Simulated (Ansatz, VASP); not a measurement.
# HfC: VASP beside Ansatz

File INCAR:

```
SYSTEM = HfC
PREC = Accurate ; ENCUT = 520
EDIFF = 1E-7 ; ISMEAR = 0
SIGMA = 0.15 ; LREAL = .FALSE.
LASPH = .TRUE. ; NELM = 80
ALGO = Normal ; ISIF = 2
LWAVE = .FALSE. ; LCHARG = .TRUE.
GGA = PE ; LELF = .TRUE.
LVHAR = .TRUE. ; NBANDS = 14
```

KPOINTS

```
regular mesh
0
G
  18 18 18
  0 0 0
```

File POSCAR:

```
HfC
1.0
    0.0000000000      2.3598750000      2.3250000000
    2.3598750000      0.0000000000      2.3250000000
    2.3598750000      2.3598750000      0.0000000000
Hf C
1 1
Direct
    0.5000000000      0.5000000000      0.5000000000
    0.0000000000      0.0000000000      0.0000000000
```

Input for Ansatz:

```yaml
crystal:
  lattice:
    - [0.0, 2.359875, 2.325]
    - [2.359875, 0.0, 2.325]
    - [2.359875, 2.359875, 0.0]
  atoms:
    - { symbol: Hf, position: [0.5, 0.5, 0.5] }
    - { symbol: C, position: [0.0, 0.0, 0.0] }
basis:
  ecutwfc: 420
kpoints:
  mp_grid: { grid: [18, 18, 18] }
hamiltonian:
  xc: pbe
scf:
  occupations: { method: gaussian, width: 0.15 }
output:
  forces: true
  stress: true
  eigenvalues: true
```

Change from the starting cell: strain +0.015 along x and y, +0.000 along z, atoms carried along.

Alike in both runs: task single point; functional PBE; k mesh 18 × 18 × 18; occupations gaussian, width 0.15 eV; no spin polarisation.

```csv
,VASP,Ansatz
version,VASP 6.6.1,Ansatz 0.2.0
potentials or method,"VASP PAW PBE potentials, release 64 (Hf_pv, C), cutoff 520 eV","scalar-relativistic, plane waves, PAW"
valence electrons in the cell,14,30
```

Ansatz gave:

| Property | Result |
| --- | --- |
| gap on the k mesh at the Fermi level (eV) | none |
| pressure (GPa) | -6.3 |
| traceless stress, the component that is largest in VASP (GPa) | 3.56 |

Q: Which values does VASP return?

A: gap on the k mesh at the Fermi level (eV): none; pressure (GPa): -7.0; traceless stress, the component that is largest in VASP (GPa): 3.59.

A gap of «none» marks a metal or a gap that the smearing closes. VASP's potentials hold 14 valence electrons a cell and Ansatz's 30, so a difference there can come from the potentials and not from the codes.

Spin-orbit coupling is off throughout.
